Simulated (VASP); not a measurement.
# H2 in VASP: relaxation of the atoms with PBEsol

Aim: the relaxation of the atoms of H2 with PBEsol.

All numbers are computed with VASP 6.6.1; they aren't measurements. Logs are shortened: lines on timing, memory, paths and dates and some standing lists are left out, and cuts for length are marked.

### Step 1. The cell of the first run

The cell holds a molecule in a box, 2 atoms: a = 9.000 Å, b = 9.500 Å, c = 10.000 Å, α = 90.00°, β = 90.00°, γ = 90.00°.

### Step 2. Relaxation of the atoms, PBEsol

INCAR reads:

```
SYSTEM = H
PREC = Accurate ; ENCUT = 520
EDIFF = 1E-7 ; ISMEAR = 1
SIGMA = 0.02 ; LREAL = .False.
LASPH = .True. ; NELM = 100
ALGO = Normal ; ISIF = 2
LWAVE = .False. ; LCHARG = .False.
GGA = PS ; IBRION = 2
NSW = 80 ; EDIFFG = -0.03
```

KPOINTS reads:

```
regular mesh
0
Gamma
  1 1 1
  0 0 0
```

POSCAR reads:

```
H
1.0
    9.0000000000      0.0000000000      0.0000000000
    0.0000000000      9.5000000000      0.0000000000
    0.0000000000      0.0000000000     10.0000000000
H
2
Direct
    0.5000000000      0.5000000000      0.4625000000
    0.5000000000      0.5000000000      0.5375000000
```

Potentials or basis: VASP PAW PBE potentials, release 64 (H).

On the command line:

```sh
$ cat potpaw_PBE.64/H/POTCAR > POTCAR
$ mpirun -np 1 vasp_gam > vasp.out
```

OUTCAR:

```text
SYSTEM = H
   PREC = Accurate
   ENCUT = 520
   EDIFF = 1E-7
   ISMEAR = 1
   LREAL = .False.
   LASPH = .True.
   NELM = 100
   ISIF = 2
   GGA = PS
   IBRION = 2
   NSW = 80
   EDIFFG = -0.03

 ion  position               nearest neighbor table
   1  0.500  0.500  0.462-   2 0.75
   2  0.500  0.500  0.538-   1 0.75

  LATTYP: Found a simple orthorhombic cell.
 ALAT       =     9.0000000000
 B/A-ratio  =     1.0555555556
 C/A-ratio  =     1.1111111111

  Lattice vectors:

 A1 = (   9.0000000000,   0.0000000000,   0.0000000000)
 A2 = (   0.0000000000,   9.5000000000,   0.0000000000)
 A3 = (   0.0000000000,   0.0000000000,  10.0000000000)

Analysis of symmetry for initial positions (statically):
=====================================================================
 Subroutine PRICEL returns:
 Original cell was already a primitive cell.

 Routine SETGRP: Setting up the symmetry group for a
 simple orthorhombic supercell.

 Subroutine GETGRP returns: Found  8 space group operations
 (whereof  8 operations were pure point group operations)
 out of a pool of  8 trial point group operations.

The static configuration has the point symmetry D_2h.

Analysis of symmetry for dynamics (positions and initial velocities):
=====================================================================
 Subroutine PRICEL returns:
 Original cell was already a primitive cell.

 Routine SETGRP: Setting up the symmetry group for a
 simple orthorhombic supercell.

 Subroutine GETGRP returns: Found  8 space group operations
 (whereof  8 operations were pure point group operations)
 out of a pool of  8 trial point group operations.

The dynamic configuration has the point symmetry D_2h.

 Subroutine INISYM returns: Found  8 space group operations
 (whereof  8 operations are pure point group operations),
 and found     1 'primitive' translations

----------------------------------------------------------------------------------------

                                     Primitive cell

  volume of cell :     855.0000

  direct lattice vectors                    reciprocal lattice vectors
     9.000000000  0.000000000  0.000000000     0.111111111  0.000000000  0.000000000
     0.000000000  9.500000000  0.000000000     0.000000000  0.105263158  0.000000000
     0.000000000  0.000000000 10.000000000     0.000000000  0.000000000  0.100000000

  length of vectors
     9.000000000  9.500000000 10.000000000     0.111111111  0.105263158  0.100000000

  position of ions in fractional coordinates (direct lattice)
     0.500000000  0.500000000  0.462500000
     0.500000000  0.500000000  0.537500000

  ion indices of the primitive-cell ions
   primitive index   ion index
                 1           1
                 2           2

----------------------------------------------------------------------------------------

 KPOINTS: regular mesh

Automatic generation of k-mesh.
 Grid dimensions read from file:
 generate k-points for:    1    1    1

 Generating k-lattice:

  Cartesian coordinates                     Fractional coordinates (reciprocal lattice)
     0.111111111  0.000000000  0.000000000     1.000000000  0.000000000  0.000000000
     0.000000000  0.105263158  0.000000000     0.000000000  1.000000000  0.000000000
     0.000000000  0.000000000  0.100000000     0.000000000  0.000000000  1.000000000

  Length of vectors
     0.111111111  0.105263158  0.100000000

  Shift w.r.t. Gamma in fractional coordinates (k-lattice)
     0.000000000  0.000000000  0.000000000

 Subroutine IBZKPT returns following result:
 ===========================================

 Found      1 irreducible k-points:

 Following reciprocal coordinates:
            Coordinates               Weight
  0.000000  0.000000  0.000000      1.000000
   k-points           NKPTS =      1   k-points in BZ     NKDIM =      1   number of bands    NBANDS=      5
   number of dos      NEDOS =    301   number of ions     NIONS =      2
   total plane-waves  NPLWV = 403200
   dimension x,y,z NGX =    70 NGY =   72 NGZ =   80
   dimension x,y,z NGXF=   140 NGYF=  144 NGZF=  160
   ions per type =               2
   NGX,Y,Z   is equivalent  to a cutoff of  12.93, 12.60, 13.30 a.u.
   NGXF,Y,Z  is equivalent  to a cutoff of  25.86, 25.20, 26.60 a.u.
 SYSTEM =  H
   PREC   = accura    normal or accurate (medium, high low for compatibility)
   ISTART =      0    job   : 0-new  1-cont  2-samecut
   ICHARG =      2    charge: 1-file 2-atom 10-const
   ISPIN  =      1    spin polarized calculation?
   LNONCOLLINEAR =      F non collinear calculations
   LSORBIT =      F    spin-orbit coupling
   LASPH  =      T    aspherical Exc in radial PAW
   ENCUT  =  520.0 eV  38.22 Ry    6.18 a.u.  16.73 17.66 18.59*2*pi/ulx,y,z
   NELM   =    100;   NELMIN=  2; NELMDL= -5     # of ELM steps
   EDIFF  = 0.1E-06   stopping-criterion for ELM
   LREAL  =      F    real-space projection
   EDIFFG = -.3E-01   stopping-criterion for IOM
   NSW    =     80    number of steps for IOM
   IBRION =      2    ionic relax: 0-MD 1-quasi-New 2-CG
   NFREE  =      1    steps in history (QN), initial steepest desc. (CG)
   ISIF   =      2    stress and relaxation
   ISYM   =      2    0-nonsym 1-usesym 2-fastsym
   POTIM  = 0.5000    time-step for ionic-motion
   TEBEG  =    0.0;   TEEND  =   0.0 temperature during run
   PSTRESS=    0.0 pullay stress
   NELECT =       2.0000    total number of electrons
   NUPDOWN=      -1.0000    fix difference up-down
   EMIN   =  10.00;   EMAX   =-10.00  energy-range for DOS
   EFERMI =   0.00;   METHOD = LEGACY
   ISMEAR =     1;   SIGMA  =   0.02  broadening in eV -4-tet -1-fermi 0-gaus
   EFERMI_NEDOS =   21; number of points for ismear=-14 and -15
   IALGO  =     38    algorithm
   IMIX   =      4    mixing-type and parameters
     AMIX     =   0.40;   BMIX     =  1.00
     AMIX_MAG =   1.60;   BMIX_MAG =  1.00
  volume/ion in A,a.u.               =     427.50      2884.91
  Fermi-wavevector in a.u.,A,eV,Ry     =   0.217318  0.410672  0.642565  0.047227
  Thomas-Fermi vector in A             =   0.994036
   LORBIT       =      0    0 simple, 1 ext, 2 COOP (PROOUT), +10 PAW based schemes
   GGA     = PS    functional components
   LHFCALC =     F    Hartree Fock is set to
   AEXX    =    0.0000 exact exchange contribution
   IVDW    =     0    specifies the selected vdW correction
   LEPSILON=     F    determine dielectric tensor
   LRPA    =     F    only Hartree local field effects (RPA)
 conjugate gradient relaxation of ions
 non-spin polarized calculation
 Methfessel and Paxton  Order N= 1 SIGMA  =   0.02
  energy-cutoff  :      520.00
  volume of cell :      855.00
 maximum number of plane-waves:     11510
 NGX is ok and might be reduce to    70
   NGX = 33   NGY = 35   NGZ = 37

--------------------------------------- Ionic step        1  -------------------------------------------

 number of electron       2.0000001 magnetization

 Free energy of the ion-electron system (eV)
  ---------------------------------------------------
  ext. energy  EPLUGINS =         0.00000000
  ---------------------------------------------------
  free energy    TOTEN  =        -6.51110902 eV

  energy without entropy =       -6.51226861  energy(sigma->0) =       -6.51149555

------------------------ aborting loop because EDIFF is reached ----------------------------------------

  FORCE on cell =-STRESS in cart. coord.  units (eV):
  Direction    XX          YY          ZZ          XY          YZ          ZX
  --------------------------------------------------------------------------------------
  -------------------------------------------------------------------------------------
  Total       -0.0258936     -0.0251780      0.1828145     -0.0000000      0.0000000      0.0000000
  in kB       -0.0485218     -0.0471808      0.3425746     -0.0000000      0.0000000      0.0000000
  external PRESSURE =       0.0822907 kB  Pullay stress =       0.0000000 kB

 VOLUME and BASIS-vectors are now :
 -----------------------------------------------------------------------------
  energy-cutoff  :      520.00
  volume of cell :      855.00
      direct lattice vectors                 reciprocal lattice vectors
     9.000000000  0.000000000  0.000000000     0.111111111  0.000000000  0.000000000
     0.000000000  9.500000000  0.000000000     0.000000000  0.105263158  0.000000000
     0.000000000  0.000000000 10.000000000     0.000000000  0.000000000  0.100000000

 POSITION                                       TOTAL-FORCE (eV/Angst)
 -----------------------------------------------------------------------------------
      4.50000      4.75000      4.62500         0.000000     -0.000000     -0.286210
      4.50000      4.75000      5.37500         0.000000      0.000000      0.286210
 -----------------------------------------------------------------------------------
    total drift:                                0.000000      0.000000      0.000000

  FREE ENERGIE OF THE ION-ELECTRON SYSTEM (eV)
  ---------------------------------------------------
  free  energy   TOTEN  =        -6.5111090245 eV

  energy  without entropy=       -6.5122686056  energy(sigma->0) =       -6.51149555

--------------------------------------- Ionic step        2  -------------------------------------------

 number of electron       2.0000000 magnetization

 E-fermi :  -9.9988     XC(G=0):  -0.4354

 val. band max:      -10.0156737119   @ k =   0.0000   0.0000   0.0000
 cond. band min:      -0.1732626037   @ k =   0.0000   0.0000   0.0000
 fundamental gap:      9.8424111082
 Fermi energy:        -9.9988360676

 k-point     1 :       0.0000    0.0000    0.0000
  band No.  band energies     occupation
      1     -10.0157      2.00000
      2      -0.1733      0.00000
      3       0.3623      0.00000
      4       1.0635      0.00000
      5       1.1966      0.00000

------------------------ aborting loop because EDIFF is reached ----------------------------------------

  FORCE on cell =-STRESS in cart. coord.  units (eV):
  Direction    XX          YY          ZZ          XY          YZ          ZX
  --------------------------------------------------------------------------------------
  -------------------------------------------------------------------------------------
  Total       -0.0253370     -0.0245756     -0.4983034      0.0000000      0.0000000      0.0000000
  in kB       -0.0474787     -0.0460521     -0.9337665      0.0000000      0.0000000      0.0000000
  external PRESSURE =      -0.3424324 kB  Pullay stress =       0.0000000 kB

 VOLUME and BASIS-vectors are now :
 -----------------------------------------------------------------------------
  energy-cutoff  :      520.00
  volume of cell :      855.00
      direct lattice vectors                 reciprocal lattice vectors
     9.000000000  0.000000000  0.000000000     0.111111111  0.000000000  0.000000000
     0.000000000  9.500000000  0.000000000     0.000000000  0.105263158  0.000000000
     0.000000000  0.000000000 10.000000000     0.000000000  0.000000000  0.100000000

 POSITION                                       TOTAL-FORCE (eV/Angst)
 -----------------------------------------------------------------------------------
      4.50000      4.75000      4.61119         0.000000      0.000000      0.603063
      4.50000      4.75000      5.38881         0.000000      0.000000     -0.603063
 -----------------------------------------------------------------------------------
    total drift:                                0.000000      0.000000      0.000000

  FREE ENERGIE OF THE ION-ELECTRON SYSTEM (eV)
  ---------------------------------------------------
  free  energy   TOTEN  =        -6.5063734213 eV

  energy  without entropy=       -6.5075330024  energy(sigma->0) =       -6.50675995

--------------------------------------- Ionic step        3  -------------------------------------------

 number of electron       2.0000001 magnetization

 Free energy of the ion-electron system (eV)
  ---------------------------------------------------
  ext. energy  EPLUGINS =         0.00000000
  ---------------------------------------------------
  free energy    TOTEN  =        -6.51229583 eV

  energy without entropy =       -6.51345541  energy(sigma->0) =       -6.51268236

 E-fermi : -10.0877     XC(G=0):  -0.4243

 val. band max:      -10.1045166861   @ k =   0.0000   0.0000   0.0000
 cond. band min:      -0.1656779438   @ k =   0.0000   0.0000   0.0000
 fundamental gap:      9.9388387423
 Fermi energy:       -10.0876790418

 k-point     1 :       0.0000    0.0000    0.0000
  band No.  band energies     occupation
      1     -10.1045      2.00000
      2      -0.1657      0.00000
      3       0.4236      0.00000
      4       1.0743      0.00000
      5       1.2075      0.00000

------------------------ aborting loop because EDIFF is reached ----------------------------------------

  FORCE on cell =-STRESS in cart. coord.  units (eV):
  Direction    XX          YY          ZZ          XY          YZ          ZX
  --------------------------------------------------------------------------------------
  -------------------------------------------------------------------------------------
  Total       -0.0257202     -0.0249921     -0.0312802     -0.0000000      0.0000000      0.0000000
  in kB       -0.0481969     -0.0468325     -0.0586157     -0.0000000      0.0000000      0.0000000
  external PRESSURE =      -0.0512150 kB  Pullay stress =       0.0000000 kB

 VOLUME and BASIS-vectors are now :
 -----------------------------------------------------------------------------
  energy-cutoff  :      520.00
  volume of cell :      855.00
      direct lattice vectors                 reciprocal lattice vectors
     9.000000000  0.000000000  0.000000000     0.111111111  0.000000000  0.000000000
     0.000000000  9.500000000  0.000000000     0.000000000  0.105263158  0.000000000
     0.000000000  0.000000000 10.000000000     0.000000000  0.000000000  0.100000000

 POSITION                                       TOTAL-FORCE (eV/Angst)
 -----------------------------------------------------------------------------------
      4.50000      4.75000      4.62081         0.000000      0.000000      0.000211
      4.50000      4.75000      5.37919         0.000000      0.000000     -0.000211
 -----------------------------------------------------------------------------------
    total drift:                                0.000000      0.000000      0.000000

  FREE ENERGIE OF THE ION-ELECTRON SYSTEM (eV)
  ---------------------------------------------------
  free  energy   TOTEN  =        -6.5122958322 eV

  energy  without entropy=       -6.5134554132  energy(sigma->0) =       -6.51268236

 reached required accuracy - stopping structural energy minimisation
```

Run time: 1.8 min. Hardware: 1 thread of Oxide Virtual Turin-like, shared host; peak memory 0.73 GiB.

Results:

```
Free energy                     : -6.5123 eV
Energy gained by relaxing       : 0.6 meV/atom
Ionic steps                     : 3
Gap between the frontier levels : 9.94 eV
```

The path:
```csv
step,energy change (eV),largest force (eV/Å),pressure (GPa)
1,0.0000,0.2862,0.01
2,0.0047,0.6031,-0.03
3,-0.0012,0.0002,-0.01
```

Final structure:
```yaml
crystal:
  lattice:
    - [9.00000, 0.00000, 0.00000]
    - [0.00000, 9.50000, 0.00000]
    - [0.00000, 0.00000, 10.00000]
  atoms:
    - { symbol: H, position: [0.50000, 0.50000, 0.46208] }
    - { symbol: H, position: [0.50000, 0.50000, 0.53792] }
```

Levels at points of the mesh, in eV from the valence-band top:
```csv
k point,band 1,band 2,band 3,band 4,band 5
"(0.00, 0.00, 0.00)",0.00,9.94,10.53,11.18,11.31
```

Caveat: the PAW data sets were made with another functional, which shifts forces and pressure a little.
